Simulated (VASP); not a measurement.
# SnO2 (P1) in VASP: single point with PBE+D3(BJ)

Aim: the single point of SnO2 with PBE+D3(BJ).

Program: VASP 6.6.1. These are calculated values, not measurements. Logs are shortened: lines on timing, memory, paths and dates and some standing lists are left out, and cuts for length are marked.

### 1 The cell of the first run

The typed cell holds 6 atoms: a = 3.136 Å, b = 3.070 Å, c = 10.416 Å, α = 88.28°, β = 89.93°, γ = 118.97°.

### 2 Single point, PBE+D3(BJ) (atoms moved at random and the cell strained at random)

Contents of INCAR:

```
SYSTEM = SnO2
ALGO = Normal
EDIFF = 1E-6
ENCUT = 520
GGA = PE
ISIF = 2
ISMEAR = 0
IVDW = 12
LASPH = .True.
LCHARG = .True.
LELF = .True.
LREAL = .False.
LVHAR = .True.
LWAVE = .False.
NBANDS = 35
NELM = 60
PREC = Accurate
SIGMA = 0.05
```

Contents of KPOINTS:

```
k-points
0
Gamma
  12 12 4
  0 0 0
```

Contents of POSCAR:

```
SnO2
1.0
    3.1355293418      0.0470447006      0.0015626822
   -1.5270227651      2.6628723244      0.0473246478
    0.0050325663      0.1788905369     10.4145016928
Sn O
2 4
Direct
    0.0297349895      0.0546291844      0.4916456661
   -0.0267354354     -0.0286302408      0.0051859613
    0.6820191248      0.2913361317      0.3995797384
    0.6949364967      0.3319039847      0.0869768248
    0.3241711231      0.6929280813      0.6002307338
    0.2958737013      0.6578328587      0.9163810755
```

Potentials or basis: VASP PAW PBE potentials, release 64 (Sn_d, O).

Started as:

```bash
$ cat potpaw_PBE.64/Sn_d/POTCAR potpaw_PBE.64/O/POTCAR > POTCAR
$ mpirun -np 1 vasp_std > vasp.out
```

OUTCAR:

```text
SYSTEM = SnO2
   EDIFF = 1E-6
   ENCUT = 520
   GGA = PE
   ISIF = 2
   ISMEAR = 0
   IVDW = 12
   LASPH = .True.
   LREAL = .False.
   NELM = 60
   PREC = Accurate
 IVDW          = 12

 ion  position               nearest neighbor table
   1  0.030  0.055  0.492-   3 1.83   3 2.04   5 2.07   5 2.09   5 2.22   3 2.29
   2  0.973  0.971  0.005-   4 1.89   4 1.92   6 1.95   6 2.03   6 2.09   4 2.17
   3  0.682  0.291  0.400-   1 1.83   1 2.04   1 2.29
   4  0.695  0.332  0.087-   2 1.89   2 1.92   2 2.17
   5  0.324  0.693  0.600-   1 2.07   1 2.09   1 2.22
   6  0.296  0.658  0.916-   2 1.95   2 2.03   2 2.09

  LATTYP: Found a triclinic cell.
 ALAT       =     5.4871905340
 B/A-ratio  =     0.5714914792
 C/A-ratio  =     1.8982463134
 COS(alpha) =     0.0012390037
 COS(beta)  =     0.0182396041
 COS(gamma) =     0.8720103058

  Lattice vectors:

 A1 = (  -4.7440359185,  -2.7569617256,  -0.0504500122)
 A2 = (  -3.1355293418,  -0.0470447006,  -0.0015626822)
 A3 = (  -0.0050325663,  -0.1788905369, -10.4145016928)

Analysis of symmetry for initial positions (statically):
=====================================================================
 Subroutine PRICEL returns:
 Original cell was already a primitive cell.

 Routine SETGRP: Setting up the symmetry group for a
 triclinic supercell.

 Subroutine GETGRP returns: Found  1 space group operations
 (whereof  1 operations were pure point group operations)
 out of a pool of  2 trial point group operations.

The static configuration has the point symmetry C_1 .

Analysis of symmetry for dynamics (positions and initial velocities):
=====================================================================
 Subroutine PRICEL returns:
 Original cell was already a primitive cell.

 Routine SETGRP: Setting up the symmetry group for a
 triclinic supercell.

 Subroutine GETGRP returns: Found  1 space group operations
 (whereof  1 operations were pure point group operations)
 out of a pool of  2 trial point group operations.

The dynamic configuration has the point symmetry C_1 .

 Subroutine INISYM returns: Found  1 space group operations
 (whereof  1 operations are pure point group operations),
 and found     1 'primitive' translations

----------------------------------------------------------------------------------------

                                     Primitive cell

  volume of cell :      87.6772

  direct lattice vectors                    reciprocal lattice vectors
     3.135529342  0.047044701  0.001562682     0.316205575  0.181386012 -0.003268478
    -1.527022765  2.662872324  0.047324648    -0.005584890  0.372445336 -0.006394818
     0.005032566  0.178890537 10.414501693    -0.000022068 -0.001719650  0.096049506

  length of vectors
     3.135882635  3.070004424 10.416039202     0.364551140  0.372542096  0.096064901

  position of ions in fractional coordinates (direct lattice)
     0.029734989  0.054629184  0.491645666
     0.973264565  0.971369759  0.005185961
     0.682019125  0.291336132  0.399579738
     0.694936497  0.331903985  0.086976825
     0.324171123  0.692928081  0.600230734
     0.295873701  0.657832859  0.916381075

  ion indices of the primitive-cell ions
   primitive index   ion index
                 1           1
                 2           2
                 3           3
                 4           4
                 5           5
                 6           6

----------------------------------------------------------------------------------------

 KPOINTS: k-points

Automatic generation of k-mesh.
 Grid dimensions read from file:
 generate k-points for:   12   12    4

 Generating k-lattice:

  Cartesian coordinates                     Fractional coordinates (reciprocal lattice)
     0.026350465  0.015115501 -0.000272373     0.083333333  0.000000000  0.000000000
    -0.000465407  0.031037111 -0.000532901    -0.000000000  0.083333333  0.000000000
    -0.000005517 -0.000429912  0.024012376    -0.000000000  0.000000000  0.250000000

  Length of vectors
     0.030379262  0.031045175  0.024016225

  Shift w.r.t. Gamma in fractional coordinates (k-lattice)
     0.000000000  0.000000000  0.000000000

 Subroutine IBZKPT returns following result:
 ===========================================

 Found    292 irreducible k-points:

 Following reciprocal coordinates:
            Coordinates               Weight
  0.000000  0.000000  0.000000      1.000000
  0.083333  0.000000  0.000000      2.000000
  0.166667  0.000000  0.000000      2.000000
  0.250000  0.000000  0.000000      2.000000
  0.333333  0.000000  0.000000      2.000000
  0.416667  0.000000  0.000000      2.000000
[... 16 lines left out ...]
  0.250000  0.166667 -0.000000      2.000000
  0.333333  0.166667 -0.000000      2.000000
 [... further k-points ...]
   k-points           NKPTS =    292   k-points in BZ     NKDIM =    292   number of bands    NBANDS=     35
   number of dos      NEDOS =    301   number of ions     NIONS =      6
   total plane-waves  NPLWV =  46080
   dimension x,y,z NGX =    24 NGY =   24 NGZ =   80
   dimension x,y,z NGXF=    48 NGYF=   48 NGZF=  160
   ions per type =               2   4
   NGX,Y,Z   is equivalent  to a cutoff of  12.72, 13.00, 12.77 a.u.
   NGXF,Y,Z  is equivalent  to a cutoff of  25.45, 25.99, 25.54 a.u.
 SYSTEM =  SnO2
   PREC   = accura    normal or accurate (medium, high low for compatibility)
   ISTART =      0    job   : 0-new  1-cont  2-samecut
   ICHARG =      2    charge: 1-file 2-atom 10-const
   ISPIN  =      1    spin polarized calculation?
   LNONCOLLINEAR =      F non collinear calculations
   LSORBIT =      F    spin-orbit coupling
   LASPH  =      T    aspherical Exc in radial PAW
   ENCUT  =  520.0 eV  38.22 Ry    6.18 a.u.   5.83  5.71 19.37*2*pi/ulx,y,z
   NELM   =     60;   NELMIN=  2; NELMDL= -5     # of ELM steps
   EDIFF  = 0.1E-05   stopping-criterion for ELM
   LREAL  =      F    real-space projection
   EDIFFG = 0.1E-04   stopping-criterion for IOM
   NSW    =      0    number of steps for IOM
   IBRION =     -1    ionic relax: 0-MD 1-quasi-New 2-CG
   NFREE  =      0    steps in history (QN), initial steepest desc. (CG)
   ISIF   =      2    stress and relaxation
   ISYM   =      2    0-nonsym 1-usesym 2-fastsym
   POTIM  = 0.5000    time-step for ionic-motion
   TEBEG  =    0.0;   TEEND  =   0.0 temperature during run
   PSTRESS=    0.0 pullay stress
   NELECT =      52.0000    total number of electrons
   NUPDOWN=      -1.0000    fix difference up-down
   EMIN   =  10.00;   EMAX   =-10.00  energy-range for DOS
   EFERMI =   0.00;   METHOD = LEGACY
   ISMEAR =     0;   SIGMA  =   0.05  broadening in eV -4-tet -1-fermi 0-gaus
   EFERMI_NEDOS =   21; number of points for ismear=-14 and -15
   IALGO  =     38    algorithm
   IMIX   =      4    mixing-type and parameters
     AMIX     =   0.40;   BMIX     =  1.00
     AMIX_MAG =   1.60;   BMIX_MAG =  1.00
  volume/ion in A,a.u.               =      14.61        98.61
  Fermi-wavevector in a.u.,A,eV,Ry     =   1.375457  2.599237 25.740619  1.891882
  Thomas-Fermi vector in A             =   2.500791
   LORBIT       =      0    0 simple, 1 ext, 2 COOP (PROOUT), +10 PAW based schemes
   GGA     = PE    functional components
   LHFCALC =     F    Hartree Fock is set to
   AEXX    =    0.0000 exact exchange contribution
   IVDW    =    12    specifies the selected vdW correction
   LEPSILON=     F    determine dielectric tensor
   LRPA    =     F    only Hartree local field effects (RPA)
 non-spin polarized calculation
 Gauss-broadening in eV      SIGMA  =   0.05
  energy-cutoff  :      520.00
  volume of cell :       87.68
 maximum number of plane-waves:      2386
   NGX = 11   NGY = 11   NGZ = 39

 number of electron      52.0000004 magnetization

 Free energy of the ion-electron system (eV)
  ---------------------------------------------------
  ext. energy  EPLUGINS =         0.00000000
  ---------------------------------------------------
  free energy    TOTEN  =       -34.46783857 eV

  energy without entropy =      -34.46783857  energy(sigma->0) =      -34.46783857

 E-fermi :   3.6948     XC(G=0):  -9.6562

 val. band max:        3.4780769733   @ k =   0.2500   0.4167   0.0000
 cond. band min:       5.6338652147   @ k =   0.0000   0.0000   0.0000
 fundamental gap:      2.1557882413
 Fermi energy:         3.6948049247

 k-point     1 :       0.0000    0.0000    0.0000
  band No.  band energies     occupation
      1     -17.7450      2.00000
      2     -17.4196      2.00000
      3     -17.0505      2.00000
      4     -16.9918      2.00000
      5     -16.7360      2.00000
      6     -16.7125      2.00000
[... 27 lines left out ...]
     34      14.8169      0.00000
     35      16.3316      0.00000

 k-point     2 :       0.0833    0.0000    0.0000
  band No.  band energies     occupation
      1     -17.7404      2.00000
      2     -17.4037      2.00000
      3     -17.0777      2.00000
      4     -16.9716      2.00000
      5     -16.7419      2.00000
      6     -16.7256      2.00000
[... 27 lines left out ...]
     34      14.7200      0.00000
     35      16.3669      0.00000

 k-point     3 :       0.1667    0.0000    0.0000
  band No.  band energies     occupation
      1     -17.7694      2.00000
      2     -17.4071      2.00000
      3     -17.1085      2.00000
      4     -16.9189      2.00000
      5     -16.7748      2.00000
      6     -16.7257      2.00000
[... 27 lines left out ...]
     34      14.7264      0.00000
     35      16.3575      0.00000
[... 723 lines left out ...]
 k-point    23 :       0.2500    0.1667   -0.0000
  band No.  band energies     occupation
      1     -17.9092      2.00000
      2     -17.4475      2.00000
      3     -17.3193      2.00000
      4     -16.8480      2.00000
      5     -16.7901      2.00000
      6     -16.7416      2.00000
[... 27 lines left out ...]
     34      15.1536      0.00000
     35      15.3475      0.00000

 k-point    24 :       0.3333    0.1667   -0.0000
  band No.  band energies     occupation
      1     -18.0134      2.00000
      2     -17.5648      2.00000
      3     -17.2678      2.00000
      4     -16.8620      2.00000
      5     -16.7430      2.00000
      6     -16.6950      2.00000
[... 27 lines left out ...]
     34      14.8947      0.00000
     35      15.5188      0.00000

 [... further k-points ...]

------------------------ aborting loop because EDIFF is reached ----------------------------------------

 Edisp (eV)   -1.04215

 E8    (eV) :    -0.4082

  FORCE on cell =-STRESS in cart. coord.  units (eV):
  Direction    XX          YY          ZZ          XY          YZ          ZX
  --------------------------------------------------------------------------------------
  -------------------------------------------------------------------------------------
  Total      15.16574    14.63079     7.91586    -4.08104    -4.44482    -0.22485
  in kB     277.13245   267.35713   144.65115   -74.57516   -81.22281    -4.10878
  external pressure =      229.71 kB  Pullay stress =        0.00 kB

 VOLUME and BASIS-vectors are now :
 -----------------------------------------------------------------------------
  energy-cutoff  :      520.00
  volume of cell :       87.68
      direct lattice vectors                 reciprocal lattice vectors
     3.135529342  0.047044701  0.001562682     0.316205575  0.181386012 -0.003268478
    -1.527022765  2.662872324  0.047324648    -0.005584890  0.372445336 -0.006394818
     0.005032566  0.178890537 10.414501693    -0.000022068 -0.001719650  0.096049506

 POSITION                                       TOTAL-FORCE (eV/Angst)
 -----------------------------------------------------------------------------------
      0.01229      0.23482      5.12288         2.601485     -2.406698      3.838994
      1.56842      2.63335      0.10150         0.415449      1.916164     -1.802212
      1.69562      0.87936      4.17628        -3.066727      2.681969     -3.183577
      1.67261      0.93207      0.92261        -2.262422     -2.044778      4.385625
     -0.03865      1.96781      6.28440         0.467470     -0.274001     -0.637993
     -0.07219      1.92958      9.57525         1.844745      0.127344     -2.600836
 -----------------------------------------------------------------------------------
    total drift:                               -0.000020     -0.000175     -0.001181

  FREE ENERGIE OF THE ION-ELECTRON SYSTEM (eV)
  ---------------------------------------------------
  free  energy   TOTEN  =       -35.5099922814 eV

  energy  without entropy=      -35.5099922814  energy(sigma->0) =      -35.50999228
```

Run time: 6.4 min. Hardware: 1 thread of Intel Xeon 6975P-C (Granite Rapids), shared host; peak memory 0.73 GiB.

What came out:

```
Free energy                : -35.5100 eV
Pressure                   : 23.0 GPa
Largest force              : 5.342 eV/Å
Band gap on the k mesh     : 2.16 eV (least direct gap 2.96 eV)
Dispersion energy per atom : -0.174 eV
```

Forces in eV/Å, atoms in the order of the input:
```
Sn   2.601 -2.407  3.839
Sn   0.415  1.916 -1.802
O   -3.067  2.682 -3.184
O   -2.262 -2.045  4.386
O    0.467 -0.274 -0.638
O    1.845  0.127 -2.601
```

Levels at points of the mesh, in eV from the valence-band top:
```csv
k point,band 22,band 23,band 24,band 25,band 26,band 27,band 28,band 29,band 30,band 31
"(0.00, 0.00, 0.00)",-1.17,-1.08,-1.04,-0.87,-0.81,2.16,3.48,5.41,6.45,9.70
"(0.50, 0.00, 0.00)",-1.36,-1.04,-0.75,-0.44,-0.36,5.17,6.25,6.55,8.09,9.49
"(0.00, 0.50, 0.00)",-1.52,-1.21,-0.95,-0.80,-0.08,4.69,6.35,6.90,7.86,9.78
"(0.50, 0.50, 0.00)",-1.68,-1.22,-0.91,-0.66,-0.10,5.48,6.81,6.97,7.96,9.62
"(0.00, 0.00, 0.50)",-1.28,-1.17,-1.07,-0.89,-0.81,2.30,3.32,5.48,6.41,9.72
"(0.50, 0.00, 0.50)",-1.37,-1.07,-0.63,-0.48,-0.42,5.18,6.22,6.62,8.00,9.48
"(0.00, 0.50, 0.50)",-1.60,-1.18,-0.90,-0.83,-0.10,4.70,6.39,6.91,7.77,9.78
"(0.50, 0.50, 0.50)",-1.73,-1.20,-0.85,-0.67,-0.14,5.48,6.83,7.03,7.83,9.63
```

Caveat: the cell differs from its parent crystal (atoms moved at random and the cell strained at random); the stress differs along the axes, from 14 to 28 GPa; spin-orbit coupling is left out, which moves the levels of the heavy elements; forces of over 1 eV/Å act on the atoms, so gaps and moduli don't describe the material at rest.
